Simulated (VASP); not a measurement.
Input of a VASP 6.6.1 run:

Contents of POSCAR:

```
Al2O3
1.0
    2.3793212207      1.3737017472      4.3317945566
   -2.3793212207      1.3737017472      4.3317945566
    0.0000000000     -2.7474034945      4.3317945566
Al O
4 6
Direct
    0.3519098052      0.3519098052      0.3519098052
    0.1480901948      0.1480901948      0.1480901948
    0.6480901948      0.6480901948      0.6480901948
    0.8519098052      0.8519098052      0.8519098052
    0.5563680095      0.9436319905      0.2500000000
    0.2500000000      0.5563680095      0.9436319905
    0.9436319905      0.2500000000      0.5563680095
    0.4436319905      0.0563680095      0.7500000000
    0.7500000000      0.4436319905      0.0563680095
    0.0563680095      0.7500000000      0.4436319905
```

The input INCAR.step1:

```
PREC = Accurate ; ENCUT = 500
EDIFF = 1E-8 ; ISMEAR = 0
SIGMA = 0.01 ; LREAL = F
LASPH = T ; NELM = 100
ALGO = Normal ; LWAVE = T
LCHARG = F ; GGA = PE
```

File INCAR.step2:

```
PREC = Accurate ; ENCUT = 500
EDIFF = 1E-8 ; ISMEAR = 0
SIGMA = 0.01 ; LREAL = F
LASPH = T ; NELM = 1
ALGO = Exact ; LWAVE = T
LCHARG = F ; GGA = PE
NBANDS = 489 ; LOPTICS = T
ISTART = 1
```

The input INCAR.step3:

```
PREC = Accurate ; ENCUT = 500
EDIFF = 1E-8 ; ISMEAR = 0
SIGMA = 0.01 ; LREAL = F
LASPH = T ; ALGO = EVGW0
LWAVE = F ; LCHARG = F
GGA = PE ; NELMGW = 1
NBANDS = 489 ; ENCUTGW = 180.0
NOMEGA = 48 ; PRECFOCK = Fast
ISTART = 1 ; NBANDSGW = 32
```

Contents of KPOINTS:

```
Automatic mesh
0
Gamma
  4 4 4
```

Potentials or basis: VASP PAW PBE potentials, release 64 (Al_GW, O_GW).

Run with:

```sh
$ cat potpaw_PBE.64/Al_GW/POTCAR potpaw_PBE.64/O_GW/POTCAR > POTCAR
$ cp INCAR.step1 INCAR
$ mpirun -np 1 vasp_std > vasp.out
$ cp INCAR.step2 INCAR
$ mpirun -np 1 vasp_std > vasp.out
$ cp INCAR.step3 INCAR
$ mpirun -np 1 vasp_std > vasp.out
```

(1) Predict the quasiparticle gap.

(2) Predict the least direct quasiparticle gap.

(3) Predict the least direct gap of the starting levels on the mesh.

(4) What does it give for the band gap of the starting levels on the mesh?

Answers

(1) 8.94 eV.

(2) 8.94 eV.

(3) 6.24 eV.

(4) 6.24 eV.

Caveat: the k points lie up to 0.40 Å⁻¹ apart; bands, screening cutoff and mesh are small and nothing is extrapolated, so the quasiparticle values aren't converged.
